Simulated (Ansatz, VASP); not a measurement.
# AgCl6 in VASP and in Ansatz

```
CELL_PARAMETERS angstrom
7.24575 0.00000 0.00000
0.00000 7.24575 0.00000
0.00000 0.00000 7.24575
ATOMIC_POSITIONS crystal
Ag 0.00000 0.00000 0.00000
Cl 0.14184 0.50000 0.50000
Cl 0.50000 0.14184 0.50000
Cl 0.85816 0.50000 0.50000
Cl 0.50000 0.85816 0.50000
Cl 0.50000 0.50000 0.14184
Cl 0.50000 0.50000 0.85816
```

Change from the starting cell: species swapped into the GdB6 type (Pm-3m, No. 221).

Alike in both runs: functional PBE; k mesh 4 × 4 × 4; occupations gaussian, width 0.1 eV; no spin polarisation.

Ansatz relaxed the structure, and its values are those at the end. VASP's run is a single point on that final structure, the one shown.

```csv
,VASP,Ansatz
version,VASP 6.6.1,Ansatz 0.2.0
potentials or method,"VASP PAW PBE potentials, release 64 (Ag, Cl), cutoff 520 eV","scalar-relativistic, plane waves, PAW"
valence electrons in the cell,53,61
```

Ansatz gave:

```
gap on the k mesh at the Fermi level (eV) : none
pressure (GPa)                            : 0.0
rms of the force components (eV/Å)        : 0.001
```

Question: What did VASP give for the same quantities?

Answer: gap on the k mesh at the Fermi level (eV): none; pressure (GPa): -0.1; rms of the force components (eV/Å): 0.083.

A gap of «none» marks a metal or a gap that the smearing closes. With one functional, cell and mesh, what is left measures potentials, basis and numerics. VASP's potentials hold 53 valence electrons a cell and Ansatz's 61, so a difference there can come from the potentials and not from the codes.
